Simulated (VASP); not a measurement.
# CdTe in VASP: notebook

The runs below take CdTe through single point, with PBEsol.

All numbers are computed with VASP 6.6.1; they aren't measurements. Logs are shortened: lines on timing, memory, paths and dates and some standing lists are left out, and cuts for length are marked.

### Step 1. The cell of the first run

The cell holds a wire with vacuum, 2 atoms: a = 11.300 Å, b = 9.300 Å, c = 2.681 Å, α = 90.00°, β = 90.00°, γ = 90.00°.

### Step 2. Single point, PBEsol, collinear spin, ferromagnetic start

Input file INCAR:

```
SYSTEM = CdTe
ALGO     = Normal         ! electronic algorithm
EDIFF    = 1E-7           ! SCF threshold, eV
ENCUT    = 520            ! plane-wave cutoff, eV
GGA      = PS             ! functional
ISIF     = 2              ! what is computed and relaxed
ISMEAR   = 0              ! smearing method
ISPIN    = 2              ! spin polarisation
LASPH    = .TRUE.         ! aspherical terms in the spheres
LCHARG   = .TRUE.         ! write CHGCAR
LELF     = .TRUE.         ! ELF
LORBIT   = 11             ! projections on sites
LREAL    = .FALSE.        ! projectors in reciprocal space
LVHAR    = .TRUE.       
LWAVE    = .FALSE.        ! write WAVECAR
MAGMOM   = 0.5 0.5        ! initial moments
NBANDS   = 20             ! bands
NELM     = 150            ! most SCF steps
PREC     = Accurate       ! precision mode
SIGMA    = 0.05           ! smearing width, eV
```

Input file KPOINTS:

```
k-points
0
G
  1 1 24
  0 0 0
```

Input file POSCAR:

```
CdTe
1.0
   11.3000000000      0.0000000000      0.0000000000
    0.0000000000      9.3000000000      0.0000000000
    0.0000000000      0.0000000000      2.6807093687
Cd Te
1 1
Direct
    0.3992887614      0.5000000000      0.0000000000
    0.6007112386      0.5000000000      0.5000000000
```

Potentials or basis: VASP PAW PBE potentials, release 64 (Cd, Te).

On the command line:

```bash
cat potpaw_PBE.64/Cd/POTCAR potpaw_PBE.64/Te/POTCAR > POTCAR
mpirun -np 1 vasp_std > vasp.out
```

OUTCAR:

```text
SYSTEM = CdTe
   EDIFF = 1E-7
   ENCUT = 520
   GGA = PS
   ISIF = 2
   ISMEAR = 0
   ISPIN = 2
   LASPH = .TRUE.
   LORBIT = 11
   LREAL = .FALSE.
   NELM = 150
   PREC = Accurate

 ion  position               nearest neighbor table
   1  0.399  0.500  0.000-   2 2.64   2 2.64
   2  0.601  0.500  0.500-   1 2.64   1 2.64

  LATTYP: Found a simple orthorhombic cell.
 ALAT       =     2.6807093687
 B/A-ratio  =     3.4692309836
 C/A-ratio  =     4.2153021629

  Lattice vectors:

 A1 = (   0.0000000000,   0.0000000000,  -2.6807093687)
 A2 = (   0.0000000000,   9.3000000000,   0.0000000000)
 A3 = (  11.3000000000,   0.0000000000,   0.0000000000)

Analysis of symmetry for initial positions (statically):
=====================================================================
 Subroutine PRICEL returns:
 Original cell was already a primitive cell.

 Routine SETGRP: Setting up the symmetry group for a
 simple orthorhombic supercell.

 Subroutine GETGRP returns: Found  4 space group operations
 (whereof  4 operations were pure point group operations)
 out of a pool of  8 trial point group operations.

The static configuration has the point symmetry C_2v.

Analysis of symmetry for dynamics (positions and initial velocities):
=====================================================================
 Subroutine PRICEL returns:
 Original cell was already a primitive cell.

 Routine SETGRP: Setting up the symmetry group for a
 simple orthorhombic supercell.

 Subroutine GETGRP returns: Found  4 space group operations
 (whereof  4 operations were pure point group operations)
 out of a pool of  8 trial point group operations.

The dynamic configuration has the point symmetry C_2v.

Analysis of structural, dynamic, and magnetic symmetry:
=====================================================================
 Subroutine PRICEL returns:
 Original cell was already a primitive cell.

 Routine SETGRP: Setting up the symmetry group for a
 simple orthorhombic supercell.

 Subroutine GETGRP returns: Found  4 space group operations
 (whereof  4 operations were pure point group operations)
 out of a pool of  8 trial point group operations.

The overall configuration has the point symmetry C_2v.

 Subroutine INISYM returns: Found  4 space group operations
 (whereof  4 operations are pure point group operations),
 and found     1 'primitive' translations

----------------------------------------------------------------------------------------

                                     Primitive cell

  volume of cell :     281.7157

  direct lattice vectors                    reciprocal lattice vectors
    11.300000000  0.000000000  0.000000000     0.088495575  0.000000000  0.000000000
     0.000000000  9.300000000  0.000000000     0.000000000  0.107526882  0.000000000
     0.000000000  0.000000000  2.680709369     0.000000000  0.000000000  0.373035590

  length of vectors
    11.300000000  9.300000000  2.680709369     0.088495575  0.107526882  0.373035590

  position of ions in fractional coordinates (direct lattice)
     0.399288761  0.500000000  0.000000000
     0.600711239  0.500000000  0.500000000

  ion indices of the primitive-cell ions
   primitive index   ion index
                 1           1
                 2           2

----------------------------------------------------------------------------------------

 KPOINTS: k-points

Automatic generation of k-mesh.
 Grid dimensions read from file:
 generate k-points for:    1    1   24

 Generating k-lattice:

  Cartesian coordinates                     Fractional coordinates (reciprocal lattice)
     0.088495575  0.000000000  0.000000000     1.000000000  0.000000000  0.000000000
     0.000000000  0.107526882  0.000000000     0.000000000  1.000000000  0.000000000
     0.000000000  0.000000000  0.015543150     0.000000000  0.000000000  0.041666667

  Length of vectors
     0.088495575  0.107526882  0.015543150

  Shift w.r.t. Gamma in fractional coordinates (k-lattice)
     0.000000000  0.000000000  0.000000000

 Subroutine IBZKPT returns following result:
 ===========================================

 Found     13 irreducible k-points:

 Following reciprocal coordinates:
            Coordinates               Weight
  0.000000  0.000000  0.000000      1.000000
  0.000000  0.000000  0.041667      2.000000
  0.000000  0.000000  0.083333      2.000000
  0.000000  0.000000  0.125000      2.000000
  0.000000  0.000000  0.166667      2.000000
  0.000000  0.000000  0.208333      2.000000
  0.000000  0.000000  0.250000      2.000000
  0.000000  0.000000  0.291667      2.000000
  0.000000  0.000000  0.333333      2.000000
  0.000000  0.000000  0.375000      2.000000
  0.000000  0.000000  0.416667      2.000000
  0.000000  0.000000  0.458333      2.000000
  0.000000  0.000000  0.500000      1.000000
   k-points           NKPTS =     13   k-points in BZ     NKDIM =     13   number of bands    NBANDS=     20
   number of dos      NEDOS =    301   number of ions     NIONS =      2
   total plane-waves  NPLWV = 117600
   dimension x,y,z NGX =    84 NGY =   70 NGZ =   20
   dimension x,y,z NGXF=   168 NGYF=  140 NGZF=   40
   ions per type =               1   1
   NGX,Y,Z   is equivalent  to a cutoff of  12.36, 12.51, 12.40 a.u.
   NGXF,Y,Z  is equivalent  to a cutoff of  24.72, 25.03, 24.81 a.u.
 SYSTEM =  CdTe
   PREC   = accura    normal or accurate (medium, high low for compatibility)
   ISTART =      0    job   : 0-new  1-cont  2-samecut
   ICHARG =      2    charge: 1-file 2-atom 10-const
   ISPIN  =      2    spin polarized calculation?
   LNONCOLLINEAR =      F non collinear calculations
   LSORBIT =      F    spin-orbit coupling
   LASPH  =      T    aspherical Exc in radial PAW
   ENCUT  =  520.0 eV  38.22 Ry    6.18 a.u.  21.01 17.29  4.98*2*pi/ulx,y,z
   NELM   =    150;   NELMIN=  2; NELMDL= -5     # of ELM steps
   EDIFF  = 0.1E-06   stopping-criterion for ELM
   LREAL  =      F    real-space projection
   EDIFFG = 0.1E-05   stopping-criterion for IOM
   NSW    =      0    number of steps for IOM
   IBRION =     -1    ionic relax: 0-MD 1-quasi-New 2-CG
   NFREE  =      0    steps in history (QN), initial steepest desc. (CG)
   ISIF   =      2    stress and relaxation
   ISYM   =      2    0-nonsym 1-usesym 2-fastsym
   POTIM  = 0.5000    time-step for ionic-motion
   TEBEG  =    0.0;   TEEND  =   0.0 temperature during run
   PSTRESS=    0.0 pullay stress
   NELECT =      18.0000    total number of electrons
   NUPDOWN=      -1.0000    fix difference up-down
   EMIN   =  10.00;   EMAX   =-10.00  energy-range for DOS
   EFERMI =   0.00;   METHOD = LEGACY
   ISMEAR =     0;   SIGMA  =   0.05  broadening in eV -4-tet -1-fermi 0-gaus
   EFERMI_NEDOS =   21; number of points for ismear=-14 and -15
   IALGO  =     38    algorithm
   IMIX   =      4    mixing-type and parameters
     AMIX     =   0.40;   BMIX     =  1.00
     AMIX_MAG =   1.60;   BMIX_MAG =  1.00
  volume/ion in A,a.u.               =     140.86       950.56
  Fermi-wavevector in a.u.,A,eV,Ry     =   0.654478  1.236785  5.827946  0.428342
  Thomas-Fermi vector in A             =   1.725049
   LORBIT       =     11    0 simple, 1 ext, 2 COOP (PROOUT), +10 PAW based schemes
   GGA     = PS    functional components
   LHFCALC =     F    Hartree Fock is set to
   AEXX    =    0.0000 exact exchange contribution
   IVDW    =     0    specifies the selected vdW correction
   LEPSILON=     F    determine dielectric tensor
   LRPA    =     F    only Hartree local field effects (RPA)
 spin polarized calculation
 Gauss-broadening in eV      SIGMA  =   0.05
  energy-cutoff  :      520.00
  volume of cell :      281.72
 maximum number of plane-waves:      7646
   NGX = 43   NGY = 35   NGZ =  9

 number of electron      17.9999997 magnetization       0.0727418

 Free energy of the ion-electron system (eV)
  ---------------------------------------------------
  ext. energy  EPLUGINS =         0.00000000
  ---------------------------------------------------
  free energy    TOTEN  =        -2.91043097 eV

  energy without entropy =       -2.90954040  energy(sigma->0) =       -2.90998569

 E-fermi :  -2.5486     XC(G=0):  -2.9703

 val. band max:       -2.6019657625   @ k =   0.0000   0.0000   0.4583
 cond. band min:      -2.4965366735   @ k =   0.0000   0.0000   0.4583
 fundamental gap:      0.1054290890
 Fermi energy:        -2.5485852817

 spin component 1

 k-point     1 :       0.0000    0.0000    0.0000
  band No.  band energies     occupation
      1     -16.5570      1.00000
      2     -12.9193      1.00000
      3     -11.7188      1.00000
      4     -11.5845      1.00000
      5     -11.1740      1.00000
      6     -11.0255      1.00000
[... 12 lines left out ...]
     19       4.2973      0.00000
     20       4.4806      0.00000
[... 254 lines left out ...]
 k-point    13 :       0.0000    0.0000    0.5000
  band No.  band energies     occupation
      1     -13.3932      1.00000
      2     -12.1305      1.00000
      3     -11.9507      1.00000
      4     -11.4721      1.00000
      5     -10.8918      1.00000
      6     -10.5464      1.00000
[... 12 lines left out ...]
     19       6.6458      0.00000
     20       6.8141      0.00000
 Fermi energy:        -2.5485852817

 spin component 2

 k-point     1 :       0.0000    0.0000    0.0000
  band No.  band energies     occupation
      1     -16.5233      1.00000
      2     -12.9197      1.00000
      3     -11.7173      1.00000
      4     -11.5822      1.00000
      5     -11.1738      1.00000
      6     -11.0246      1.00000
[... 12 lines left out ...]
     19       4.3193      0.00000
     20       4.4877      0.00000
[... 254 lines left out ...]
 k-point    13 :       0.0000    0.0000    0.5000
  band No.  band energies     occupation
      1     -13.3750      1.00000
      2     -12.1294      1.00000
      3     -11.9495      1.00000
      4     -11.4721      1.00000
      5     -10.8916      1.00000
      6     -10.5106      1.00000
[... 12 lines left out ...]
     19       6.6471      0.00000
     20       6.8209      0.00000

------------------------ aborting loop because EDIFF is reached ----------------------------------------

  FORCE on cell =-STRESS in cart. coord.  units (eV):
  Direction    XX          YY          ZZ          XY          YZ          ZX
  --------------------------------------------------------------------------------------
  -------------------------------------------------------------------------------------
  Total        6.8284131      0.0066811      9.7975158      0.0000000      0.0000000      0.0000000
  in kB       38.8346365      0.0379970     55.7205545      0.0000000      0.0000000      0.0000000
  external PRESSURE =      31.5310627 kB  Pullay stress =       0.0000000 kB

 VOLUME and BASIS-vectors are now :
 -----------------------------------------------------------------------------
  energy-cutoff  :      520.00
  volume of cell :      281.72
      direct lattice vectors                 reciprocal lattice vectors
    11.300000000  0.000000000  0.000000000     0.088495575  0.000000000  0.000000000
     0.000000000  9.300000000  0.000000000     0.000000000  0.107526882  0.000000000
     0.000000000  0.000000000  2.680709369     0.000000000  0.000000000  0.373035590

 POSITION                                       TOTAL-FORCE (eV/Angst)
 -----------------------------------------------------------------------------------
      4.51196      4.65000      0.00000        -3.017947      0.000000      0.000000
      6.78804      4.65000      1.34035         3.017947      0.000000      0.000000
 -----------------------------------------------------------------------------------
    total drift:                                0.000503     -0.000000      0.000000

  FREE ENERGIE OF THE ION-ELECTRON SYSTEM (eV)
  ---------------------------------------------------
  free  energy   TOTEN  =        -2.9104309733 eV

  energy  without entropy=       -2.9095403978  energy(sigma->0) =       -2.90998569

 total charge

# of ion       s       p       d       tot
------------------------------------------
    1        0.594   0.332   9.511  10.437
    2        1.423   2.007   0.075   3.504
--------------------------------------------------
tot          2.017   2.339   9.586  13.941

 magnetization (x)

# of ion       s       p       d       tot
------------------------------------------
    1       -0.000  -0.001   0.001  -0.000
    2        0.001   0.040   0.000   0.041
--------------------------------------------------
tot          0.000   0.039   0.001   0.041
```

Run time: 3.1 min. Hardware: 1 thread of Intel Xeon 6975P-C, shared host; peak memory 0.48 GiB.

Results:

```yaml
Free_energy: -2.9104 eV
Largest_force: 3.018 eV/Å
Net_moment: 0.07 μB per cell
Site_moments: Cd -0.00; Te +0.04 μB
Valence_electrons_inside_the_program's_atomic_spheres: Cd 10.44; Te 3.50
```

Forces in eV/Å, atoms in the order of the input:
```
Cd  -3.018  0.000  0.000
Te   3.018  0.000  0.000
```

Caveat: the PAW data sets were made with another functional, which shifts forces and pressure a little; spin-orbit coupling is left out, which moves the levels of the heavy elements.

### Step 3. Single point, PBEsol, collinear spin, ferromagnetic start

This run uses another cell than the first one, of 148.86 Å³/atom, 1.057 times its volume.

Input file INCAR:

```
PREC = Accurate
ENCUT = 520
EDIFF = 1E-6
ISMEAR = 0
SIGMA = 0.05
LREAL = False
LASPH = True
NELM = 150
ALGO = Normal
ISIF = 2
LWAVE = False
LCHARG = True
ISPIN = 2
MAGMOM = 0.5 0.5
LORBIT = 11
GGA = PS
LELF = True
LVHAR = True
NBANDS = 20
```

Input file KPOINTS:

```
regular mesh
0
Gamma
  1 1 24
```

Input file POSCAR:

```
CdTe
1.0
   11.3000000000      0.0000000000      0.0000000000
    0.0000000000      9.3000000000      0.0000000000
    0.0000000000      0.0000000000      2.8330161847
Cd Te
1 1
Direct
    0.3773580531      0.5000000000      0.0000000000
    0.6226419469      0.5000000000      0.5000000000
```

Potentials or basis: VASP PAW PBE potentials, release 64 (Cd, Te).

On the command line:

```bash
cat potpaw_PBE.64/Cd/POTCAR potpaw_PBE.64/Te/POTCAR > POTCAR
mpirun -np 1 vasp_std > vasp.out
```

Wall time 3.7 min (1 thread of Intel Xeon 6975P-C, shared host); peak memory 0.55 GiB.

Results (log left out):

- Free energy: -3.6882 eV
- Largest force: 0.026 eV/Å
- Net moment: 0.07 μB per cell
- Site moments: Cd -0.00; Te +0.04 μB
- Valence electrons inside the program's atomic spheres: Cd 10.28; Te 3.33

Forces on the atoms (eV/Å):
```
Cd  -0.026  0.000  0.000
Te   0.026  0.000  0.000
```

Levels at points of the mesh, in eV from the Fermi level:
Spin up:
| k point | band 6 | band 7 | band 8 | band 9 | band 10 | band 11 | band 12 | band 13 |
| --- | --- | --- | --- | --- | --- | --- | --- | --- |
| (0.00, 0.00, 0.00) | -7.91 | -4.72 | -2.62 | -1.66 | 1.62 | 3.17 | 3.71 | 4.53 |
| (0.00, 0.00, 0.50) | -7.72 | -5.26 | -0.76 | 0.30 | 1.41 | 2.40 | 4.81 | 4.84 |
Spin down:
| k point | band 7 | band 8 | band 9 | band 10 | band 11 | band 12 |
| --- | --- | --- | --- | --- | --- | --- |
| (0.00, 0.00, 0.00) | -4.71 | -2.54 | -1.65 | 1.63 | 3.18 | 3.72 |
| (0.00, 0.00, 0.50) | -5.24 | -0.75 | 0.40 | 1.41 | 2.41 | 4.83 |

Caveat: the PAW data sets were made with another functional, which shifts forces and pressure a little; spin-orbit coupling is left out, which moves the levels of the heavy elements.
